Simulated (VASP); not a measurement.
# TiC (I4/mmm) in VASP: further runs

The runs below take TiC through single point, with PBEsol.

Everything below comes from runs of VASP 6.6.1. Logs are shortened: lines on timing, memory, paths and dates and some standing lists are left out, and cuts for length are marked.

**1. The cell of the first run**

It takes space group I4/mmm (No. 139, tetragonal). Conventional cell: a = 2.884 Å, b = 2.884 Å, c = 4.293 Å, α = 90.00°, β = 90.00°, γ = 90.00°. Within 2.7 Å of Ti (site symmetry 4/mmm) lie 6 C at 2.04 to 2.15 Å. C (site symmetry 4/mmm) has 6 Ti at 2.04 to 2.15 Å within 2.7 Å.

**2. Single point, PBEsol (strain -0.050 along x and y, +0.000 along z)**

File INCAR:

```
PREC = Accurate ; ENCUT = 520
EDIFF = 1E-6 ; ISMEAR = 0
SIGMA = 0.15 ; LREAL = False
LASPH = True ; NELM = 80
ALGO = Normal ; ISIF = 2
LWAVE = False ; LCHARG = False
GGA = PS ; NBANDS = 15
```

File KPOINTS:

```
regular mesh
0
Gamma
  24 24 24
```

File POSCAR:

```
TiC
1.0
    0.0000000000      2.0393512101      2.1466854843
    2.0393512101      0.0000000000      2.1466854843
    2.0393512101      2.0393512101      0.0000000000
Ti C
1 1
Direct
    0.0000000000      0.0000000000      0.0000000000
    0.5000000000      0.5000000000      0.5000000000
```

Potentials or basis: VASP PAW PBE potentials, release 64 (Ti_sv, C).

On the command line:

```
cat potpaw_PBE.64/Ti_sv/POTCAR potpaw_PBE.64/C/POTCAR > POTCAR
mpirun -np 1 vasp_std > vasp.out
```

OUTCAR:

```text
PREC = Accurate
   ENCUT = 520
   EDIFF = 1E-6
   ISMEAR = 0
   LREAL = False
   LASPH = True
   NELM = 80
   ISIF = 2
   GGA = PS

 ion  position               nearest neighbor table
   1  0.000  0.000  0.000-   2 2.04   2 2.04   2 2.04   2 2.04   2 2.15   2 2.15
   2  0.500  0.500  0.500-   1 2.04   1 2.04   1 2.04   1 2.04   1 2.15   1 2.15

  LATTYP: Found a body centered tetragonal cell.
 ALAT       =     2.8840781398
 C/A-ratio  =     1.4886458551

  Lattice vectors:

 A1 = (  -2.0393512101,   0.0000000000,   2.1466854843)
 A2 = (   2.0393512101,   0.0000000000,   2.1466854843)
 A3 = (   0.0000000000,   2.0393512101,  -2.1466854843)

Analysis of symmetry for initial positions (statically):
=====================================================================
 Subroutine PRICEL returns:
 Original cell was already a primitive cell.

 Routine SETGRP: Setting up the symmetry group for a
 body centered tetragonal supercell.

 Subroutine GETGRP returns: Found 16 space group operations
 (whereof 16 operations were pure point group operations)
 out of a pool of 16 trial point group operations.

The static configuration has the point symmetry D_4h.

Analysis of symmetry for dynamics (positions and initial velocities):
=====================================================================
 Subroutine PRICEL returns:
 Original cell was already a primitive cell.

 Routine SETGRP: Setting up the symmetry group for a
 body centered tetragonal supercell.

 Subroutine GETGRP returns: Found 16 space group operations
 (whereof 16 operations were pure point group operations)
 out of a pool of 16 trial point group operations.

The dynamic configuration has the point symmetry D_4h.

 Subroutine INISYM returns: Found 16 space group operations
 (whereof 16 operations are pure point group operations),
 and found     1 'primitive' translations

----------------------------------------------------------------------------------------

                                     Primitive cell

  volume of cell :      17.8559

  direct lattice vectors                    reciprocal lattice vectors
     0.000000000  2.039351210  2.146685484    -0.245176014  0.245176014  0.232917213
     2.039351210  0.000000000  2.146685484     0.245176014 -0.245176014  0.232917213
     2.039351210  2.039351210  0.000000000     0.245176014  0.245176014 -0.232917213

  length of vectors
     2.960947809  2.960947809  2.884078140     0.417699633  0.417699633  0.417699633

  position of ions in fractional coordinates (direct lattice)
     0.000000000  0.000000000  0.000000000
     0.500000000  0.500000000  0.500000000

[... 89 lines left out ...]
   EMIN   =  10.00;   EMAX   =-10.00  energy-range for DOS
   EFERMI =   0.00;   METHOD = LEGACY
   ISMEAR =     0;   SIGMA  =   0.15  broadening in eV -4-tet -1-fermi 0-gaus
   EFERMI_NEDOS =   21; number of points for ismear=-14 and -15
   IALGO  =     38    algorithm
   IMIX   =      4    mixing-type and parameters
     AMIX     =   0.40;   BMIX     =  1.00
     AMIX_MAG =   1.60;   BMIX_MAG =  1.00
  volume/ion in A,a.u.               =       8.93        60.25
  Fermi-wavevector in a.u.,A,eV,Ry     =   1.578292  2.982539 33.892186  2.491005
  Thomas-Fermi vector in A             =   2.678845
   LORBIT       =      0    0 simple, 1 ext, 2 COOP (PROOUT), +10 PAW based schemes
   GGA     = PS    functional components
   LHFCALC =     F    Hartree Fock is set to
   AEXX    =    0.0000 exact exchange contribution
   IVDW    =     0    specifies the selected vdW correction
   LEPSILON=     F    determine dielectric tensor
   LRPA    =     F    only Hartree local field effects (RPA)
 non-spin polarized calculation
 Gauss-broadening in eV      SIGMA  =   0.15
  energy-cutoff  :      520.00
  volume of cell :       17.86
 maximum number of plane-waves:       501
 NGX is ok and might be reduce to    24
   NGX = 11   NGY = 11   NGZ = 11

 number of electron      15.9999998 magnetization

 Free energy of the ion-electron system (eV)
  ---------------------------------------------------
  ext. energy  EPLUGINS =         0.00000000
  ---------------------------------------------------
  free energy    TOTEN  =       -19.55260666 eV

  energy without entropy =      -19.54956158  energy(sigma->0) =      -19.55108412

 E-fermi :  10.9003     XC(G=0): -13.5375

 val. band max:       10.8854505853   @ k =   0.0833   0.0000   0.0833
 cond. band min:      10.9017211575   @ k =   0.4583   0.0000   0.4583
 fundamental gap:      0.0162705722
 Fermi energy:        10.9003322446

 k-point     1 :       0.0000    0.0000    0.0000
  band No.  band energies     occupation
      1     -45.0632      2.00000
      2     -21.1353      2.00000
      3     -21.0829      2.00000
      4     -21.0829      2.00000
      5      -2.0640      2.00000
      6      11.2801      0.00034
      7      11.7524      0.00000
      8      11.7524      0.00000
      9      12.5703      0.00000
     10      12.6055      0.00000
     11      12.8673      0.00000
     12      12.8673      0.00000
     13      13.1188      0.00000
     14      23.4438      0.00000
[... 401 lines left out ...]
      2     -21.8848      2.00000
      3     -21.2249      2.00000
      4     -21.1287      2.00000
      5       1.8032      2.00000
      6       4.8061      2.00000
      7       7.5130      2.00000
      8       7.7220      2.00000
      9      14.2100      0.00000
     10      14.2785      0.00000
     11      15.5982      0.00000
     12      19.7671      0.00000
     13      20.3289      0.00000
     14      20.4738      0.00000
     15      26.8363      0.00000

 [... further k-points ...]

------------------------ aborting loop because EDIFF is reached ----------------------------------------

  FORCE on cell =-STRESS in cart. coord.  units (eV):
  Direction    XX          YY          ZZ          XY          YZ          ZX
  --------------------------------------------------------------------------------------
  -------------------------------------------------------------------------------------
  Total        5.1251742      5.1251742      1.5575153      0.0000000     -0.0000000      0.0000000
  in kB      459.8717674    459.8717674    139.7527786      0.0000000     -0.0000000      0.0000000
  external PRESSURE =     353.1654378 kB  Pullay stress =       0.0000000 kB

 VOLUME and BASIS-vectors are now :
 -----------------------------------------------------------------------------
  energy-cutoff  :      520.00
  volume of cell :       17.86
      direct lattice vectors                 reciprocal lattice vectors
     0.000000000  2.039351210  2.146685484    -0.245176014  0.245176014  0.232917213
     2.039351210  0.000000000  2.146685484     0.245176014 -0.245176014  0.232917213
     2.039351210  2.039351210  0.000000000     0.245176014  0.245176014 -0.232917213

 POSITION                                       TOTAL-FORCE (eV/Angst)
 -----------------------------------------------------------------------------------
      0.00000      0.00000      0.00000        -0.000000      0.000000      0.000000
      2.03935      2.03935      2.14669         0.000000     -0.000000     -0.000000
 -----------------------------------------------------------------------------------
    total drift:                                0.000000     -0.000000     -0.000000

  FREE ENERGIE OF THE ION-ELECTRON SYSTEM (eV)
  ---------------------------------------------------
  free  energy   TOTEN  =       -19.5526066616 eV

  energy  without entropy=      -19.5495615765  energy(sigma->0) =      -19.55108412
```

OSZICAR:

```text
N       E                     dE             d eps       ncg     rms          rms(c)
DAV:   1     0.116270250362E+03    0.11627E+03   -0.79698E+03 32066   0.131E+03
DAV:   2    -0.175893286574E+02   -0.13386E+03   -0.12506E+03 34179   0.338E+02
DAV:   3    -0.243940609939E+02   -0.68047E+01   -0.67001E+01 39800   0.757E+01
DAV:   4    -0.246090191827E+02   -0.21496E+00   -0.21476E+00 40988   0.122E+01
DAV:   5    -0.246146962343E+02   -0.56771E-02   -0.56755E-02 40563   0.169E+00    0.219E+01
DAV:   6    -0.198733287753E+02    0.47414E+01   -0.10103E+01 45489   0.567E+01    0.655E+00
DAV:   7    -0.195574573525E+02    0.31587E+00   -0.13827E+00 36576   0.171E+01    0.621E+00
DAV:   8    -0.195541838268E+02    0.32735E-02   -0.18039E-01 39962   0.595E+00    0.868E-01
DAV:   9    -0.195555554706E+02   -0.13716E-02   -0.25310E-02 44814   0.176E+00    0.101E+00
DAV:  10    -0.195529181289E+02    0.26373E-02   -0.54454E-03 36716   0.117E+00    0.395E-01
DAV:  11    -0.195525983257E+02    0.31980E-03   -0.53806E-04 41886   0.318E-01    0.193E-02
DAV:  12    -0.195526086931E+02   -0.10367E-04   -0.66165E-05 33633   0.872E-02    0.183E-02
DAV:  13    -0.195526065041E+02    0.21890E-05   -0.66168E-06 41470   0.290E-02    0.602E-03
DAV:  14    -0.195526066616E+02   -0.15751E-06   -0.26268E-07 19938   0.797E-03
   1 F= -.19552607E+02 E0= -.19551084E+02  d E =-.304509E-02
```

stdout:

```text
POSCAR found type information on POSCAR TiC
 POSCAR found :  2 types and       2 ions
 scaLAPACK will be used
 -----------------------------------------------------------------------------
|                                                                             |
|                                                                             |
|     You enforced a specific xc type in the INCAR file but a different       |
|     I HOPE YOU KNOW WHAT YOU ARE DOING!                                     |
|                                                                             |
 -----------------------------------------------------------------------------

 LDA part: xc-table for (Slater+PW92), standard interpolation
 POSCAR, INCAR and KPOINTS ok, starting setup
 FFT: planning ... GRIDC
 FFT: planning ... GRID_SOFT
 FFT: planning ... GRID
 WAVECAR not read
 entering main loop
```

Run time: 3.7 min. Hardware: 1 thread of Intel Xeon 8259CL, shared host; peak memory 0.39 GiB.

Results:

```yaml
Free_energy: -19.5526 eV
Pressure: 35.3 GPa
Band_gap_on_the_k_mesh: zero (bands 8 and 9 overlap by 1.44 eV)
```

Stress tensor (GPa, compression positive):
```
45.99  0.00  0.00
 0.00 45.99  0.00
 0.00  0.00 13.98
```

Caveat: the cell differs from its parent crystal (strain -0.050 along x and y, +0.000 along z); the stress differs along the axes, from 14 to 46 GPa; the PAW data sets were made with another functional, which shifts forces and pressure a little.

(Continued in part 2 of 2.)
